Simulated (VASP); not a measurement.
Write the native input for VASP 6.6.1 that does the following.

```yaml
Task: single point
Functional: PBE-based screened hybrid with 25 % exact exchange
Potentials_or_basis: VASP PAW PBE potentials, release 64 (Zn, S)
Cutoff: 520 eV
k_mesh: 4 × 4 × 2
Occupations: gaussian, width 0.05 eV
Spin: no spin polarisation
Dipole_correction: no
Grid_for_exact_exchange_PRECFOCK: Normal
Share_of_exact_exchange: 0.25
Further_INCAR_settings: ALGO = Normal; EDIFF = 1e-07; NBANDS = 26
Screening_parameter: 0.4 1/Å
```

The system is ZnS.

```
CELL_PARAMETERS angstrom
3.80685 0.00000 0.00000
-1.90343 3.29683 0.00000
0.00000 0.00000 6.24759
ATOMIC_POSITIONS crystal
Zn 0.33333 0.66667 0.00540
Zn 0.66667 0.33333 0.50540
S 0.33333 0.66667 0.37960
S 0.66667 0.33333 0.87960
```

One way to write it, as run:

POSCAR

```
ZnS
1.0
    3.8068506073      0.0000000000      0.0000000000
   -1.9034253037      3.2968293343      0.0000000000
    0.0000000000      0.0000000000      6.2475893693
Zn S
2 2
Direct
    0.3333333333      0.6666666667      0.0054009072
    0.6666666667      0.3333333333      0.5054009072
    0.3333333333      0.6666666667      0.3795990928
    0.6666666667      0.3333333333      0.8795990928
```

INCAR.step1

```
PREC = Accurate
ENCUT = 520
EDIFF = 1E-5
ISMEAR = 0
SIGMA = 0.05
LREAL = False
LASPH = True
NELM = 80
ALGO = Normal
ISIF = 2
LWAVE = True
NBANDS = 26
GGA = PE
```

INCAR.step2

```
PREC = Accurate
ENCUT = 520
EDIFF = 1E-7
ISMEAR = 0
SIGMA = 0.05
LREAL = False
LASPH = True
NELM = 80
ALGO = Normal
ISIF = 2
LWAVE = False
LCHARG = True
GGA = PE
LHFCALC = True
AEXX = 0.25
HFSCREEN = 0.4
PRECFOCK = Normal
LELF = True
LVHAR = True
NBANDS = 26
ISTART = 1
```

KPOINTS

```
regular mesh
0
Gamma
  4 4 2
```

Potentials or basis: VASP PAW PBE potentials, release 64 (Zn, S).

Run with:

```console
$ cat potpaw_PBE.64/Zn/POTCAR potpaw_PBE.64/S/POTCAR > POTCAR
$ cp INCAR.step1 INCAR
$ mpirun -np 1 vasp_std > vasp.out
$ cp INCAR.step2 INCAR
$ mpirun -np 1 vasp_std > vasp.out
```

Results of the run:

The pressure is 2.0 GPa and the largest force is 0.007 eV/Å. The band gap on the k mesh is 3.05 eV.

Caveat: the k points lie up to 0.50 Å⁻¹ apart; the PAW data sets were made with another functional, which shifts forces and pressure a little.

Wall time 26 min on 1 thread of AMD EPYC 7R43 64-Core Processor (Zen 3), with other jobs on the host, peak memory 0.28 GiB.
